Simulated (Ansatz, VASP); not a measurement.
## One calculation of BN, two programs

```
B N
1.0
     2.50399    0.00000    0.00000
    -1.25200    2.16852    0.00000
     0.00000    0.00000    6.66120
B N
2 2
Direct
  0.34670 0.67645 0.25000
  0.65330 0.32355 0.75000
  0.31999 0.65690 0.75000
  0.68001 0.34310 0.25000
```

Change from the starting cell: mode 4 (47.7 1/cm) frozen in, largest displacement +0.030 Å.

Alike in both runs: task single point; functional r2SCAN; k mesh 12 × 12 × 4; occupations gaussian, width 0.05 eV; no spin polarisation.

|  | VASP | Ansatz |
| --- | --- | --- |
| version | VASP 6.6.1 | Ansatz 0.2.0 |
| potentials or method | VASP PAW PBE potentials, release 64 (B, N), cutoff 520 eV | scalar-relativistic, plane waves, PAW |
| valence electrons in the cell | 16 | 16 |

```tsv
	VASP	Ansatz	Ansatz less VASP
gap on the k mesh at the Fermi level (eV)	4.79	4.75	-0.037
least direct gap on the mesh (eV)	5.21	5.17	-0.034
pressure (GPa)	-0.2	-0.6	-0.39
traceless stress, the component that is largest in VASP (GPa)	0.80	1.47	+0.668
```

VASP's potentials were made for PBE, not for r2SCAN.
